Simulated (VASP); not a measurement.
Set up this calculation in VASP 6.6.1, as the native input.

```yaml
Task: relaxation of shape and atoms at fixed volume
Functional: PBE
Potentials_or_basis: VASP PAW PBE potentials, release 64 (Ti_sv)
Cutoff: 600 eV
k_mesh: 18 × 18 × 10
Occupations: gaussian, width 0.1 eV
Spin: no spin polarisation
Dipole_correction: no
Further_INCAR_settings: ALGO = Fast; EDIFF = 1e-06; IBRION = 2; EDIFFG = -0.01; NSW = 50; ISIF = 4
```

The structure of Ti lies in POSCAR:

```
Ti
1.0
    2.9676788708      0.0000000000      0.0000000000
   -1.4838394354      2.5700852924      0.0000000000
    0.0000000000      0.0000000000      4.6964740090
Ti
2
Direct
    0.3333333333      0.6666666667      0.2500000000
    0.6666666667      0.3333333333      0.7500000000
```

The input as run:

INCAR

```
SYSTEM = Ti
PREC = Accurate ; ENCUT = 600
EDIFF = 1E-6 ; ISMEAR = 0
SIGMA = 0.1 ; LREAL = .False.
LASPH = .True. ; NELM = 80
ALGO = Fast ; ISIF = 4
LWAVE = .False. ; LCHARG = .False.
GGA = PE ; IBRION = 2
NSW = 50 ; EDIFFG = -0.01
```

KPOINTS

```
Automatic mesh
0
Gamma
  18 18 10
  0 0 0
```

Potentials or basis: VASP PAW PBE potentials, release 64 (Ti_sv).

Launch:

```bash
$ cat potpaw_PBE.64/Ti_sv/POTCAR > POTCAR
$ mpirun -np 1 vasp_std > vasp.out
```

Results of the run:

```
Pressure after relaxing : -3.6 GPa
Band gap on the k mesh  : zero (bands 12 and 13 overlap by 1.08 eV)
```

Caveat: the relaxation stopped at its first step, so nothing moved.

It took 6.8 min on 1 thread of Intel Xeon 8259CL, on a shared host, peak memory 0.26 GiB.
